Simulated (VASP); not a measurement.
A run of VASP 6.6.1 is set up as follows.

INCAR

```
SYSTEM = Be3F2
ALGO = Normal
EDIFF = 1E-7
EDIFFG = -0.01
ENCUT = 600
GGA = PE
IBRION = 2
ISIF = 3
ISMEAR = 0
LASPH = .TRUE.
LCHARG = .FALSE.
LREAL = .FALSE.
LWAVE = .FALSE.
NELM = 100
NSW = 100
PREC = Accurate
SIGMA = 0.02
```

File KPOINTS:

```
k-points
0
G
  12 12 6
  0 0 0
```

The input POSCAR:

```
Be3F2
1.0
    4.0469373772      0.0000000000      0.0000000000
   -2.0234686886      3.5047505762      0.0000000000
    0.0000000000      0.0000000000      5.7792391505
Be F
3 2
Direct
    0.5000000000      0.0000000000      0.0000000000
    0.0000000000      0.5000000000      0.0000000000
    0.5000000000      0.5000000000      0.0000000000
    0.0000000000      0.0000000000      0.1990982083
    0.0000000000      0.0000000000      0.8009017917
```

Potentials or basis: VASP PAW PBE potentials, release 64 (Be, F).

The run is started by

```sh
$ cat potpaw_PBE.64/Be/POTCAR potpaw_PBE.64/F/POTCAR > POTCAR
$ mpirun -np 1 vasp_std > vasp.out
```

Problem. Predict the space group after relaxing (to 0.1 Å).

Solution. P6/mmm (No. 191).

Problem. Predict the band gap on the k mesh.

Solution. 1.41 eV (least direct gap 1.93 eV).

Problem. Estimate the relaxed volume.

Solution. 16.37 Å³/atom.

Problem. Estimate the relaxed cell.

Solution. a = 4.044 Å, b = 4.044 Å, c = 5.780 Å, α = 90.00°, β = 90.00°, γ = 120.00°.

Final structure:
```cif
data_structure
_symmetry_space_group_name_H-M 'P 1'
_symmetry_Int_Tables_number 1
_cell_length_a 4.0440
_cell_length_b 4.0440
_cell_length_c 5.7799
_cell_angle_alpha 90.000
_cell_angle_beta 90.000
_cell_angle_gamma 120.000
_cell_volume 81.86
loop_
_atom_site_label
_atom_site_type_symbol
_atom_site_fract_x
_atom_site_fract_y
_atom_site_fract_z
_atom_site_occupancy
Be1 Be 0.50000 0.00000 0.00000 1
Be2 Be 0.00000 0.50000 0.00000 1
Be3 Be 0.50000 0.50000 0.00000 1
F1 F 0.00000 0.00000 0.19915 1
F2 F 0.00000 0.00000 0.80085 1
```

A k mesh can miss the band edges.
